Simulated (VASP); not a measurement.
# AlN (F-43m) in VASP: notebook, part 3 of 3

VASP 6.6.1. The steps go on from the part before.

**5. Dielectric tensor, r2SCAN (strain +4.0%)**

Contents of INCAR:

```
SYSTEM = AlN
PREC = Accurate
ENCUT = 520
EDIFF = 1E-8
ISMEAR = 0
SIGMA = 0.01
LREAL = .False.
LASPH = .True.
NELM = 100
ALGO = Normal
ISIF = 2
LWAVE = .False.
LCHARG = .False.
METAGGA = R2SCAN
LMIXTAU = .True.
LCALCEPS = .True.
```

Contents of KPOINTS:

```
regular mesh
0
Gamma
  8 8 8
  0 0 0
```

Contents of POSCAR:

```
AlN
1.0
    0.0000000000      2.2722714690      2.2722714690
    2.2722714690      0.0000000000      2.2722714690
    2.2722714690      2.2722714690      0.0000000000
Al N
1 1
Direct
    0.0000000000      0.0000000000      0.0000000000
    0.2500000000      0.2500000000      0.2500000000
```

Potentials or basis: VASP PAW PBE potentials, release 64 (Al, N).

On the command line:

```console
$ cat potpaw_PBE.64/Al/POTCAR potpaw_PBE.64/N/POTCAR > POTCAR
$ mpirun -np 1 vasp_std > vasp.out
```

OUTCAR:

```text
SYSTEM = AlN
   PREC = Accurate
   ENCUT = 520
   EDIFF = 1E-8
   ISMEAR = 0
   LREAL = .False.
   LASPH = .True.
   NELM = 100
   ISIF = 2
   METAGGA = R2SCAN

 ion  position               nearest neighbor table
   1  0.000  0.000  0.000-   2 1.97   2 1.97   2 1.97   2 1.97
   2  0.250  0.250  0.250-   1 1.97   1 1.97   1 1.97   1 1.97

  LATTYP: Found a face centered cubic cell.
 ALAT       =     4.5445429380

  Lattice vectors:

 A1 = (   0.0000000000,   2.2722714690,   2.2722714690)
 A2 = (   2.2722714690,   0.0000000000,   2.2722714690)
 A3 = (   2.2722714690,   2.2722714690,   0.0000000000)

Analysis of symmetry for initial positions (statically):
=====================================================================
 Subroutine PRICEL returns:
 Original cell was already a primitive cell.

 Routine SETGRP: Setting up the symmetry group for a
 face centered cubic supercell.

 Subroutine GETGRP returns: Found 24 space group operations
 (whereof 24 operations were pure point group operations)
 out of a pool of 48 trial point group operations.

The static configuration has the point symmetry T_d .

Analysis of symmetry for dynamics (positions and initial velocities):
=====================================================================
 Subroutine PRICEL returns:
 Original cell was already a primitive cell.

 Routine SETGRP: Setting up the symmetry group for a
 face centered cubic supercell.

 Subroutine GETGRP returns: Found 24 space group operations
 (whereof 24 operations were pure point group operations)
 out of a pool of 48 trial point group operations.

The dynamic configuration has the point symmetry T_d .

 Subroutine INISYM returns: Found 24 space group operations
[... 408 lines left out ...]
      1      -8.4972      2.00000
      2      -0.1228      2.00000
      3       2.5434      2.00000
      4       3.5906      2.00000
      5   10000.0000      0.00000
      6   10000.0000      0.00000
      7   10000.0000      0.00000
      8   10000.0000      0.00000

 [... further k-points ...]

------------------------ aborting loop because EDIFF is reached ----------------------------------------

            Ionic dipole moment: p[ion]=(     5.68068     5.68068     5.68068 ) |e| Angst

 Total electronic dipole moment: p[elc]=(     0.00111     0.00111     0.00561 ) |e| Angst

 MACROSCOPIC STATIC DIELECTRIC TENSOR (including local field effects)
 ------------------------------------------------------
           4.469490    -0.000000    -0.000000
          -0.000000     4.469490    -0.000000
           0.000000     0.000000     4.469490
 ------------------------------------------------------

 PIEZOELECTRIC TENSOR (including local field effects) (e Angst)
          XX          YY          ZZ          XY          YZ          ZX
  --------------------------------------------------------------------------------
  x     0.00000    -0.00000    -0.00000     0.00000    -0.93696     0.00000
  y    -0.00000     0.00000    -0.00000     0.00000     0.00000    -0.93696
  z    -0.00000    -0.00000    -0.00000    -0.93696    -0.00000    -0.00000

 PIEZOELECTRIC TENSOR (including local field effects) (C/m^2)
          XX          YY          ZZ          XY          YZ          ZX
  --------------------------------------------------------------------------------
  x     0.00000    -0.00000    -0.00000     0.00000    -0.63977     0.00000
  y    -0.00000     0.00000    -0.00000     0.00000     0.00000    -0.63977
  z    -0.00000    -0.00000    -0.00000    -0.63977    -0.00000    -0.00000

 BORN EFFECTIVE CHARGES (including local field effects) (in |e|, cummulative output)
 ---------------------------------------------------------------------------------
 ion    1
    1     2.54024     0.00000     0.00000
    2     0.00000     2.54024     0.00000
    3    -0.00000     0.00000     2.54024
 ion    2
    1    -2.54024     0.00000     0.00000
    2    -0.00000    -2.54024    -0.00000
    3    -0.00000    -0.00000    -2.54024

  FORCE on cell =-STRESS in cart. coord.  units (eV):
  Direction    XX          YY          ZZ          XY          YZ          ZX
  --------------------------------------------------------------------------------------
  -------------------------------------------------------------------------------------
  Total       -2.9400655     -2.9400655     -2.9400655     -0.0000000     -0.0000000     -0.0000000
  in kB     -200.7506448   -200.7506448   -200.7506448     -0.0000000     -0.0000000     -0.0000000
  external PRESSURE =    -200.7506448 kB  Pullay stress =       0.0000000 kB

 VOLUME and BASIS-vectors are now :
 -----------------------------------------------------------------------------
  energy-cutoff  :      520.00
  volume of cell :       23.46
      direct lattice vectors                 reciprocal lattice vectors
     0.000000000  2.272271469  2.272271469    -0.220044131  0.220044131  0.220044131
     2.272271469  0.000000000  2.272271469     0.220044131 -0.220044131  0.220044131
     2.272271469  2.272271469  0.000000000     0.220044131  0.220044131 -0.220044131

 POSITION                                       TOTAL-FORCE (eV/Angst)
 -----------------------------------------------------------------------------------
      0.00000      0.00000      0.00000         0.000000     -0.000000     -0.000000
      1.13614      1.13614      1.13614        -0.000000      0.000000      0.000000
 -----------------------------------------------------------------------------------
    total drift:                                0.000005      0.000005      0.000005

  FREE ENERGIE OF THE ION-ELECTRON SYSTEM (eV)
  ---------------------------------------------------
  free  energy   TOTEN  =       -18.9991346307 eV

  energy  without entropy=      -18.9991346307  energy(sigma->0) =      -18.99913463
```

OSZICAR:

```text
N       E                     dE             d eps       ncg     rms          rms(c)
DAV:   1     0.468001446418E+01    0.46800E+01   -0.40554E+03   488   0.846E+02
DAV:   2    -0.227122393321E+02   -0.27392E+02   -0.26626E+02   664   0.144E+02
DAV:   3    -0.232381336295E+02   -0.52589E+00   -0.52589E+00   496   0.256E+01
[... 12 lines left out ...]
DMP:   7    -0.189991344186E+02   -0.20793E-06   -0.16003E-06  1200   0.347E-06   0.101E-06
DMP:   8    -0.189991345081E+02   -0.89554E-07   -0.99829E-07  1200   0.227E-06   0.441E-07
DMP:   9    -0.189991345722E+02   -0.64107E-07   -0.60304E-07  1200   0.115E-06   0.679E-07
DMP:  10    -0.189991346091E+02   -0.36910E-07   -0.25942E-07  1200   0.481E-07   0.322E-07
DMP:  11    -0.189991346234E+02   -0.14244E-07   -0.12209E-07  1200   0.275E-07   0.584E-08
DMP:  12    -0.189991346307E+02   -0.73020E-08   -0.82509E-08  1200   0.176E-07   0.592E-08
   1 F= -.18999135E+02 E0= -.18999135E+02  d E =-.109910E-14
```

stdout:

```text
POSCAR found type information on POSCAR AlN
 POSCAR found :  2 types and       2 ions
 scaLAPACK will be used
 -----------------------------------------------------------------------------
|                                                                             |
[... 92 lines left out ...]
dp_tot=(  0.735E-07  0.339E-07  0.451E-02 )  diag[e(oo)]=(    ---      ---    4.47515 )
 p_tot=(  0.568E+01  0.568E+01  0.569E+01 )
dp_tot=(  0.723E-07  0.328E-07  0.450E-02 )  diag[e(oo)]=(    ---      ---    4.47389 )
 p_tot=(  0.568E+01  0.568E+01  0.569E+01 )
dp_tot=(  0.703E-07  0.310E-07  0.450E-02 )  diag[e(oo)]=(    ---      ---    4.47329 )
 final diagonalization full
 p_tot=(  0.568E+01  0.568E+01  0.569E+01 )
dp_tot=(  0.684E-07  0.292E-07  0.450E-02 )  diag[e(oo)]=(    ---      ---    4.46944 )
```

It took 7.6 min on 1 thread of Intel Xeon Platinum 8559C (Emerald Rapids), shared host; peak memory 0.25 GiB.

What came out:

* Band gap on the k mesh: 3.82 eV, direct
* Electronic dielectric tensor (diagonal): 4.47
* Born charges (mean of the diagonal): Al +2.54; N -2.54 e

Electronic dielectric tensor:
```
4.47 0.00 0.00
0.00 4.47 0.00
0.00 0.00 4.47
```

Born effective charge tensors (e):
atom 1, Al
```
2.54 0.00 0.00
0.00 2.54 0.00
0.00 0.00 2.54
```
atom 2, N
```
-2.54  0.00  0.00
 0.00 -2.54  0.00
 0.00  0.00 -2.54
```

Dipole moments of the cell (e·Å, modulo the quantum): ionic 5.681, 5.681, 5.681; electronic 0.001, 0.001, 0.006

Caveat: the cell differs from its parent crystal (strain +4.0%); the PAW data sets were made with another functional, which shifts forces and pressure a little.

**6. Summary**

```csv
cell,gap on the mesh (eV)
"a = 3.090 Å, angles 60.0°, 2 atoms",3.93
"a = 3.152 Å, angles 60.0°, 2 atoms",3.88
"a = 3.183 Å, angles 60.0°, 2 atoms",3.86
"a = 3.213 Å, angles 60.0°, 2 atoms",3.82
```

Alike in all rows: task dielectric tensor; level r2SCAN; potentials or basis VASP PAW PBE potentials, release 64 (Al, N); no spin polarisation; k mesh 8 × 8 × 8; cutoff (eV) 520; smearing gaussian 0.01 eV.

Caveats: the PAW data sets were made with another functional, which shifts forces and pressure a little.

Absolute energies hang on the potentials; compare differences alone.
